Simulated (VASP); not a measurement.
## SnSe: electric field gradients with PBE

The system is SnSe.

```
Sn Se
1.0
     0.00000    3.01000    3.01000
     3.01000    0.00000    3.01000
     3.01000    3.01000    0.00000
Sn Se
1 1
Cartesian
  0.0000 0.0000 0.0800
  3.0100 3.0100 3.0100
```

This cell differs from its parent crystal: atom 1 (Sn) moved by [0.0, 0.0, 0.08] A.

```json
{"Program": "VASP 6.6.1", "Task": "electric field gradients", "Functional": "PBE", "Potentials or basis": "VASP PAW PBE potentials, release 64 (Sn_d, Se)", "Cutoff": "520 eV", "k mesh": "9 × 9 × 9", "Occupations": "fermi-dirac, width 0.02 eV", "Spin": "no spin polarisation", "Dipole correction": "no", "Further INCAR settings": "ALGO = Normal; EDIFF = 1e-08; NBANDS = 17"}
```

```yaml
Pressure: 1.1 GPa
Largest_force: 0.014 eV/Å
Band_gap_on_the_k_mesh: 0.63 eV, direct
```

Forces in eV/Å, atoms in the order of the input:
```
Sn   0.000  0.000 -0.014
Se   0.000  0.000  0.014
```

Stress tensor (GPa, compression positive):
```
1.07 0.00 0.00
0.00 1.07 0.00
0.00 0.00 1.25
```

Levels at points of the mesh, in eV from the valence-band top:
| k point | band 6 | band 7 | band 8 | band 9 | band 10 | band 11 | band 12 | band 13 | band 14 | band 15 |
| --- | --- | --- | --- | --- | --- | --- | --- | --- | --- | --- |
| (0.00, 0.00, 0.00) | -13.80 | -4.99 | -2.13 | -2.11 | -2.11 | 4.33 | 4.33 | 4.40 | 5.94 | 5.99 |

Electric field gradients, principal values (V/Å²):
```
atom   least  middle  greatest (by size)
1 Sn   2.708   2.710              -5.418
2 Se  -0.685  -0.685               1.371
```

Wall time 24 s on 1 thread of Intel(R) Xeon(R) 6975P-C (Granite Rapids), with other jobs on the host, peak memory 0.22 GiB.

Caveat: the cell differs from its parent crystal (atom 1 (Sn) moved by [0.0, 0.0, 0.08] A); without QUAD_EFG the Cq values of the log hold for a quadrupole moment of 1 mb, not for the nuclei; spin-orbit coupling is left out, which moves the levels of the heavy elements. A k mesh can miss the band edges.
